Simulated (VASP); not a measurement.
Runs of VASP 6.6.1 on GaN. It takes space group P6_3mc (No. 186, hexagonal). Conventional cell: a = 3.183 Å, b = 3.183 Å, c = 5.184 Å, α = 90.00°, β = 90.00°, γ = 120.00°. Ga (site symmetry 3m) has 4 N at 1.95 Å within 2.6 Å. N (site symmetry 3m) has 4 Ga at 1.95 Å within 2.6 Å. 

```tsv
level	potentials or basis	k mesh	gap on the mesh (eV)	pressure (GPa)
PBE	VASP PAW PBE potentials, release 64 (Ga_d, N)	9 × 9 × 4	1.94	6.3
PBE	VASP PAW PBE potentials, release 64 (Ga_d, N)	6 × 6 × 4	1.94	6.3
r2SCAN	VASP PAW PBE potentials, release 64 (Ga_d, N)	6 × 6 × 4	2.34	(a)
LDA	VASP PAW LDA potentials, release 64 (Ga_d, N)	6 × 6 × 4	1.95	-4.4
```

Alike in all rows: task single point; no spin polarisation; cell as given; cutoff (eV) 520; smearing gaussian 0.01 eV.

Problem. Fill in the values left out.

Solution. (a) 1.1.

Caveats: the PAW data sets were made with another functional, which shifts forces and pressure a little (some runs).

A k mesh can miss the band edges, and the runs leave out spin-orbit coupling on Ga.
